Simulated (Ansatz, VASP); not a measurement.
# One calculation of ZnSe, two programs

File POSCAR:

```
ZnSe
1.0
    4.0075980000      0.0000000000      0.0000000000
    2.0037990000      3.4706816762      0.0000000000
    2.0037990000      1.1568938921      3.2721900647
Zn Se
1 1
Direct
    0.0000000000      0.0000000000      0.0000000000
    0.2500000000      0.2500000000      0.2500000000
```

Contents of INCAR.step1:

```
PREC = Accurate ; ENCUT = 400
EDIFF = 1E-5 ; ISMEAR = 0
SIGMA = 0.01 ; LREAL = F
LASPH = T ; NELM = 120
ALGO = Normal ; ISIF = 2
LWAVE = T ; LCHARG = F
GGA = PE ; NBANDS = 16
GGA_COMPAT = F
```

Contents of INCAR.step2:

```
PREC = Accurate ; ENCUT = 400
EDIFF = 1E-6 ; ISMEAR = 0
SIGMA = 0.01 ; LREAL = F
LASPH = T ; NELM = 120
ALGO = Normal ; ISIF = 2
LWAVE = F ; LCHARG = F
GGA = PE ; LHFCALC = T
AEXX = 0.25 ; PRECFOCK = Normal
ISTART = 1 ; NBANDS = 16
GGA_COMPAT = F
```

Contents of KPOINTS:

```
regular mesh
0
Gamma
  4 4 4
```

Input for Ansatz:

```yaml
crystal:
  lattice:
    - [4.007598, 0.0, 0.0]
    - [2.0037990000000003, 3.470681676155708, 0.0]
    - [2.0037990000000003, 1.156893892051903, 3.272190064732792]
  atoms:
    - { symbol: Zn, position: [0.0, 0.0, 0.0] }
    - { symbol: Se, position: [0.25000000000000006, 0.24999999999999997, 0.25] }
basis:
  ecutwfc: 470.0
kpoints:
  mp_grid:
    grid: [4, 4, 4]
hamiltonian:
  xc: pbe0
scf:
  occupations:
    method: fixed
output:
  eigenvalues: true
```

Alike in both runs: task single point; functional PBE0; k mesh 4 × 4 × 4; no spin polarisation.

```csv
,VASP,Ansatz
version,VASP 6.6.1,Ansatz 0.2.0
potentials or method,"VASP PAW PBE potentials, release 64 (Zn, Se), cutoff 400 eV","plane waves, PAW"
occupations,"gaussian, width 0.01 eV",fixed
valence electrons in the cell,18,28
```

```csv
,VASP,Ansatz,Ansatz less VASP
gap on the k mesh at the Fermi level (eV),3.14,3.10,-0.035
```

VASP's potentials hold 18 valence electrons a cell and Ansatz's 28, so a difference there can come from the potentials and not from the codes.

The k mesh is coarse, so the values compare programs but aren't converged.
